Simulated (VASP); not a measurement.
# CdS (Cm) in VASP: notebook

The runs below take CdS through single point, with LDA.

All numbers are computed with VASP 6.6.1; they aren't measurements. Logs are shortened: lines on timing, memory, paths and dates and some standing lists are left out, and cuts for length are marked.

## (1) The cell of the first run

Symmetry: Cm, No. 8, monoclinic system. Conventional cell: a = 7.528 Å, b = 4.176 Å, c = 5.804 Å, α = 90.00°, β = 90.00°, γ = 90.00°. Cd (site symmetry m) has 3 S at 2.44 to 2.51 Å within 3.2 Å. Within 3.2 Å of S (site symmetry m) lie 3 Cd at 2.44 to 2.51 Å.

## (2) Single point, LDA (strain -0.0200 x Voigt [1, -1, 0, 0, 0, 0])

INCAR

```
PREC = Accurate
ENCUT = 520
EDIFF = 1E-6
ISMEAR = 0
SIGMA = 0.05
LREAL = F
LASPH = T
NELM = 60
ALGO = Normal
ISIF = 2
LWAVE = F
LCHARG = F
NBANDS = 16
```

KPOINTS

```
regular mesh
0
Gamma
  9 9 6
```

POSCAR

```
CdS
1.0
    4.1759461960      0.0000000000      0.0000000000
   -2.0879730980      3.7640867350      0.0000000000
    0.0000000000      0.0000000000      5.8041729400
Cd S
1 1
Direct
    0.0000000000      0.0000000000      0.4426919200
    0.6666666667      0.3333333333      0.4343080800
```

Potentials or basis: VASP PAW LDA potentials, release 64 (Cd, S).

Command:

```sh
$ cat potpaw_LDA.64/Cd/POTCAR potpaw_LDA.64/S/POTCAR > POTCAR
$ mpirun -np 1 vasp_std > vasp.out
```

OUTCAR:

```text
PREC = Accurate
   ENCUT = 520
   EDIFF = 1E-6
   ISMEAR = 0
   LREAL = F
   LASPH = T
   NELM = 60
   ISIF = 2

 ion  position               nearest neighbor table
   1  0.000  0.000  0.443-   2 2.44   2 2.44   2 2.51
   2  0.667  0.333  0.434-   1 2.44   1 2.44   1 2.51

  LATTYP: Found a base centered orthorhombic cell.
 ALAT       =     4.1759461960
 B/A-ratio  =     1.8027467589
 C/A-ratio  =     1.3899060638

  Lattice vectors:

 A1 = (   2.0879730980,  -3.7640867350,   0.0000000000)
 A2 = (   2.0879730980,   3.7640867350,   0.0000000000)
 A3 = (   0.0000000000,   0.0000000000,   5.8041729400)

Analysis of symmetry for initial positions (statically):
=====================================================================
 Subroutine PRICEL returns:
 Original cell was already a primitive cell.

 Routine SETGRP: Setting up the symmetry group for a
 base centered orthorhombic supercell.

 Subroutine GETGRP returns: Found  2 space group operations
 (whereof  2 operations were pure point group operations)
 out of a pool of  8 trial point group operations.

The static configuration has the point symmetry C_1h.

Analysis of symmetry for dynamics (positions and initial velocities):
=====================================================================
 Subroutine PRICEL returns:
 Original cell was already a primitive cell.

 Routine SETGRP: Setting up the symmetry group for a
 base centered orthorhombic supercell.

 Subroutine GETGRP returns: Found  2 space group operations
 (whereof  2 operations were pure point group operations)
 out of a pool of  8 trial point group operations.

The dynamic configuration has the point symmetry C_1h.

 Subroutine INISYM returns: Found  2 space group operations
 (whereof  2 operations are pure point group operations),
 and found     1 'primitive' translations

----------------------------------------------------------------------------------------

                                     Primitive cell

  volume of cell :      91.2336

  direct lattice vectors                    reciprocal lattice vectors
     4.175946196  0.000000000  0.000000000     0.239466687  0.132834346  0.000000000
    -2.087973098  3.764086735  0.000000000     0.000000000  0.265668692  0.000000000
     0.000000000  0.000000000  5.804172940     0.000000000  0.000000000  0.172289835

  length of vectors
     4.175946196  4.304414084  5.804172940     0.273841665  0.265668692  0.172289835

  position of ions in fractional coordinates (direct lattice)
     0.000000000  0.000000000  0.442691920
     0.666666667  0.333333333  0.434308080

  ion indices of the primitive-cell ions
   primitive index   ion index
                 1           1
                 2           2

----------------------------------------------------------------------------------------

 KPOINTS: regular mesh

Automatic generation of k-mesh.
 Grid dimensions read from file:
 generate k-points for:    9    9    6

 Generating k-lattice:

  Cartesian coordinates                     Fractional coordinates (reciprocal lattice)
     0.026607410  0.014759372  0.000000000     0.111111111 -0.000000000  0.000000000
     0.000000000  0.029518744  0.000000000     0.000000000  0.111111111  0.000000000
     0.000000000  0.000000000  0.028714973     0.000000000  0.000000000  0.166666667

  Length of vectors
     0.030426852  0.029518744  0.028714973

  Shift w.r.t. Gamma in fractional coordinates (k-lattice)
     0.000000000  0.000000000  0.000000000

 Subroutine IBZKPT returns following result:
 ===========================================

 Found    140 irreducible k-points:

 Following reciprocal coordinates:
            Coordinates               Weight
  0.000000  0.000000  0.000000      1.000000
  0.111111 -0.000000  0.000000      4.000000
  0.222222 -0.000000  0.000000      4.000000
  0.333333  0.000000  0.000000      4.000000
  0.444444 -0.000000  0.000000      4.000000
  0.000000  0.111111  0.000000      2.000000
[... 16 lines left out ...]
  0.333333  0.333333  0.000000      2.000000
  0.000000  0.444444  0.000000      2.000000
 [... further k-points ...]
   k-points           NKPTS =    140   k-points in BZ     NKDIM =    140   number of bands    NBANDS=     16
   number of dos      NEDOS =    301   number of ions     NIONS =      2
   total plane-waves  NPLWV =  49152
   dimension x,y,z NGX =    32 NGY =   32 NGZ =   48
   dimension x,y,z NGXF=    64 NGYF=   64 NGZF=   96
   ions per type =               1   1
   NGX,Y,Z   is equivalent  to a cutoff of  12.74, 12.36, 13.75 a.u.
   NGXF,Y,Z  is equivalent  to a cutoff of  25.48, 24.72, 27.50 a.u.
 SYSTEM =  unknown system
   PREC   = accura    normal or accurate (medium, high low for compatibility)
   ISTART =      0    job   : 0-new  1-cont  2-samecut
   ICHARG =      2    charge: 1-file 2-atom 10-const
   ISPIN  =      1    spin polarized calculation?
   LNONCOLLINEAR =      F non collinear calculations
   LSORBIT =      F    spin-orbit coupling
   LASPH  =      T    aspherical Exc in radial PAW
   ENCUT  =  520.0 eV  38.22 Ry    6.18 a.u.   7.76  8.00 10.79*2*pi/ulx,y,z
   NELM   =     60;   NELMIN=  2; NELMDL= -5     # of ELM steps
   EDIFF  = 0.1E-05   stopping-criterion for ELM
   LREAL  =      F    real-space projection
   EDIFFG = 0.1E-04   stopping-criterion for IOM
   NSW    =      0    number of steps for IOM
   IBRION =     -1    ionic relax: 0-MD 1-quasi-New 2-CG
   NFREE  =      0    steps in history (QN), initial steepest desc. (CG)
   ISIF   =      2    stress and relaxation
   ISYM   =      2    0-nonsym 1-usesym 2-fastsym
   POTIM  = 0.5000    time-step for ionic-motion
   TEBEG  =    0.0;   TEEND  =   0.0 temperature during run
   PSTRESS=    0.0 pullay stress
   NELECT =      18.0000    total number of electrons
   NUPDOWN=      -1.0000    fix difference up-down
   EMIN   =  10.00;   EMAX   =-10.00  energy-range for DOS
   EFERMI =   0.00;   METHOD = LEGACY
   ISMEAR =     0;   SIGMA  =   0.05  broadening in eV -4-tet -1-fermi 0-gaus
   EFERMI_NEDOS =   21; number of points for ismear=-14 and -15
   IALGO  =     38    algorithm
   IMIX   =      4    mixing-type and parameters
     AMIX     =   0.40;   BMIX     =  1.00
     AMIX_MAG =   1.60;   BMIX_MAG =  1.00
  volume/ion in A,a.u.               =      45.62       307.84
  Fermi-wavevector in a.u.,A,eV,Ry     =   0.953046  1.800997 12.358137  0.908297
  Thomas-Fermi vector in A             =   2.081665
   LORBIT       =      0    0 simple, 1 ext, 2 COOP (PROOUT), +10 PAW based schemes
   GGA     = CA    functional components
   LHFCALC =     F    Hartree Fock is set to
   AEXX    =    0.0000 exact exchange contribution
   IVDW    =     0    specifies the selected vdW correction
   LEPSILON=     F    determine dielectric tensor
   LRPA    =     F    only Hartree local field effects (RPA)
 non-spin polarized calculation
 Gauss-broadening in eV      SIGMA  =   0.05
  energy-cutoff  :      520.00
  volume of cell :       91.23
 maximum number of plane-waves:      2488
   NGX = 15   NGY = 15   NGZ = 21

 number of electron      18.0000001 magnetization

 Free energy of the ion-electron system (eV)
  ---------------------------------------------------
  ext. energy  EPLUGINS =         0.00000000
  ---------------------------------------------------
  free energy    TOTEN  =        -6.58714083 eV

  energy without entropy =       -6.58714083  energy(sigma->0) =       -6.58714083

 E-fermi :  -2.0806     XC(G=0):  -6.5403

 val. band max:       -2.3128609945   @ k =   0.0000   0.0000   0.5000
 cond. band min:      -1.0930730616   @ k =   0.0000   0.0000   0.0000
 fundamental gap:      1.2197879329
 Fermi energy:        -2.0806330288

 k-point     1 :       0.0000    0.0000    0.0000
  band No.  band energies     occupation
      1     -13.9445      2.00000
      2     -10.0642      2.00000
      3     -10.0401      2.00000
      4      -9.5213      2.00000
      5      -9.5123      2.00000
      6      -9.2976      2.00000
[... 8 lines left out ...]
     15       8.3653      0.00000
     16       9.1859      0.00000

 k-point     2 :       0.1111   -0.0000    0.0000
  band No.  band energies     occupation
      1     -13.9035      2.00000
      2     -10.0452      2.00000
      3     -10.0086      2.00000
      4      -9.5344      2.00000
      5      -9.5150      2.00000
      6      -9.2841      2.00000
[... 8 lines left out ...]
     15       9.0852      0.00000
     16       9.1568      0.00000

 k-point     3 :       0.2222   -0.0000    0.0000
  band No.  band energies     occupation
      1     -13.7993      2.00000
      2      -9.9820      2.00000
      3      -9.9212      2.00000
      4      -9.5682      2.00000
      5      -9.5203      2.00000
      6      -9.2466      2.00000
[... 8 lines left out ...]
     15       8.7488      0.00000
     16       8.9058      0.00000

 k-point     4 :       0.3333    0.0000    0.0000
  band No.  band energies     occupation
      1     -13.6807      2.00000
      2      -9.8699      2.00000
      3      -9.8142      2.00000
      4      -9.6054      2.00000
      5      -9.5260      2.00000
      6      -9.1885      2.00000
[... 8 lines left out ...]
     15       7.7569      0.00000
     16       8.0667      0.00000
[... 324 lines left out ...]
 k-point    22 :       0.2222    0.3333    0.0000
  band No.  band energies     occupation
      1     -13.5809      2.00000
      2      -9.8283      2.00000
      3      -9.7052      2.00000
      4      -9.6109      2.00000
      5      -9.5522      2.00000
      6      -9.0619      2.00000
[... 8 lines left out ...]
     15       6.4622      0.00000
     16       7.5539      0.00000

 k-point    23 :       0.3333    0.3333    0.0000
  band No.  band energies     occupation
      1     -13.5560      2.00000
      2      -9.7828      2.00000
      3      -9.7228      2.00000
      4      -9.6182      2.00000
      5      -9.5555      2.00000
      6      -8.9671      2.00000
[... 8 lines left out ...]
     15       6.8304      0.00000
     16       6.9558      0.00000

 k-point    24 :       0.0000    0.4444    0.0000
  band No.  band energies     occupation
      1     -13.6195      2.00000
      2      -9.8110      2.00000
      3      -9.7379      2.00000
      4      -9.6123      2.00000
      5      -9.5343      2.00000
      6      -9.2093      2.00000
[... 8 lines left out ...]
     15       7.7884      0.00000
     16       8.1222      0.00000

 [... further k-points ...]

------------------------ aborting loop because EDIFF is reached ----------------------------------------

  FORCE on cell =-STRESS in cart. coord.  units (eV):
  Direction    XX          YY          ZZ          XY          YZ          ZX
  --------------------------------------------------------------------------------------
  -------------------------------------------------------------------------------------
  Total       -1.1387652     -2.5461117     -0.0615282      0.0000000     -0.0133242      0.0000000
  in kB      -19.9981538    -44.7129345     -1.0805130      0.0000000     -0.2339896      0.0000000
  external PRESSURE =     -21.9305338 kB  Pullay stress =       0.0000000 kB

 VOLUME and BASIS-vectors are now :
 -----------------------------------------------------------------------------
  energy-cutoff  :      520.00
  volume of cell :       91.23
      direct lattice vectors                 reciprocal lattice vectors
     4.175946196  0.000000000  0.000000000     0.239466687  0.132834346  0.000000000
    -2.087973098  3.764086735  0.000000000     0.000000000  0.265668692  0.000000000
     0.000000000  0.000000000  5.804172940     0.000000000  0.000000000  0.172289835

 POSITION                                       TOTAL-FORCE (eV/Angst)
 -----------------------------------------------------------------------------------
      0.00000      0.00000      2.56946         0.000000     -0.271082     -0.022651
      2.08797      1.25470      2.52080         0.000000      0.271082      0.022651
 -----------------------------------------------------------------------------------
    total drift:                                0.000000      0.000012     -0.000011

  FREE ENERGIE OF THE ION-ELECTRON SYSTEM (eV)
  ---------------------------------------------------
  free  energy   TOTEN  =        -6.5871408319 eV

  energy  without entropy=       -6.5871408319  energy(sigma->0) =       -6.58714083
```

Run time: 3.2 min. Hardware: 1 thread of Oxide Virtual Turin-like, shared host; peak memory 0.29 GiB.

What came out:

```
Free energy            : -6.5871 eV
Pressure               : -2.2 GPa
Largest force          : 0.272 eV/Å
Band gap on the k mesh : 1.22 eV
```

Forces on the atoms (eV/Å):
```
Cd   0.000 -0.271 -0.023
S    0.000  0.271  0.023
```

Stress tensor (GPa, compression positive):
```
-2.00  0.00  0.00
 0.00 -4.47 -0.02
 0.00 -0.02 -0.11
```

Levels at points of the mesh, in eV from the valence-band top:
```tsv
k point	band 7	band 8	band 9	band 10	band 11	band 12
(0.00, 0.00, 0.00)	-1.10	-0.13	0.00	1.22	5.43	6.59
(0.00, 0.00, 0.50)	-1.33	-0.12	0.00	1.49	4.90	6.64
```

Caveat: the cell differs from its parent crystal (strain -0.0200 x Voigt [1, -1, 0, 0, 0, 0]).

## (3) Single point, LDA (strain +0.0150 x Voigt [1, -1, 0, 0, 0, 0])

INCAR

```
PREC = Accurate
ENCUT = 520
EDIFF = 1E-7
ISMEAR = 0
SIGMA = 0.05
LREAL = False
LASPH = True
NELM = 100
ALGO = Normal
ISIF = 2
LWAVE = False
LCHARG = False
NBANDS = 16
```

KPOINTS

```
Automatic mesh
0
Gamma
  9 9 6
```

POSCAR

```
CdS
1.0
    4.3250871315      0.0000000000      0.0000000000
   -2.1625435658      3.6349268961      0.0000000000
    0.0000000000      0.0000000000      5.8041729400
Cd S
1 1
Direct
    0.0000000000      0.0000000000      0.4426919200
    0.6666666667      0.3333333333      0.4343080800
```

Potentials or basis: VASP PAW LDA potentials, release 64 (Cd, S).

Command:

```sh
$ cat potpaw_LDA.64/Cd/POTCAR potpaw_LDA.64/S/POTCAR > POTCAR
$ mpirun -np 1 vasp_std > vasp.out
```

Run time: 4.4 min. Hardware: 1 thread of Oxide Virtual Turin-like, shared host; peak memory 0.29 GiB.

Results (log left out):

```yaml
Free_energy: -6.5928 eV
Pressure: -2.2 GPa
Largest_force: 0.235 eV/Å
Band_gap_on_the_k_mesh: 1.25 eV
```

Forces on the atoms (eV/Å):
```
Cd   0.000  0.234 -0.023
S    0.000 -0.234  0.023
```

Stress tensor (GPa, compression positive):
```
-4.26  0.00  0.00
 0.00 -2.31  0.02
 0.00  0.02 -0.11
```

Levels at points of the mesh, in eV from the valence-band top:
| k point | band 7 | band 8 | band 9 | band 10 | band 11 | band 12 |
| --- | --- | --- | --- | --- | --- | --- |
| (0.00, 0.00, 0.00) | -1.08 | -0.08 | 0.00 | 1.25 | 5.46 | 6.63 |
| (0.00, 0.00, 0.50) | -1.30 | -0.07 | 0.00 | 1.52 | 4.92 | 6.68 |

Caveat: the cell differs from its parent crystal (strain +0.0150 x Voigt [1, -1, 0, 0, 0, 0]). A k mesh can miss the band edges.
